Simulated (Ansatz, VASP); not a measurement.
**Sn in VASP and in Ansatz**

```
Sn
1.0
     0.00000    3.23771    3.23771
     3.23771    0.00000    3.23771
     3.23771    3.23771    0.00000
Sn
2
Direct
  0.50000 0.50000 0.50000
  0.75000 0.75000 0.75000
```

Alike in both runs: functional LDA; k mesh 16 × 16 × 16; occupations fermi-dirac, width 0.15 eV; no spin polarisation.

Ansatz relaxed the structure, and its values are those at the end. VASP's run is a single point on that final structure, the one shown.

|  | VASP | Ansatz |
| --- | --- | --- |
| version | VASP 6.6.1 | Ansatz 0.2.0 |
| potentials or method | VASP PAW LDA potentials, release 64 (Sn_d), cutoff 520 eV | scalar-relativistic, plane waves, PAW |
| valence electrons in the cell | 28 | 28 |

|  | VASP | Ansatz | Ansatz less VASP |
| --- | --- | --- | --- |
| gap on the k mesh at the Fermi level (eV) | none | none | - |
| pressure (GPa) | 0.0 | 0.0 | +0.03 |

Ansatz warns that its potentials were made for another functional, while VASP's fit it. LDA's correlation is that of Perdew and Zunger in VASP and of Perdew and Wang (1992) in Ansatz. A gap of «none» marks a metal or a gap that the smearing closes.
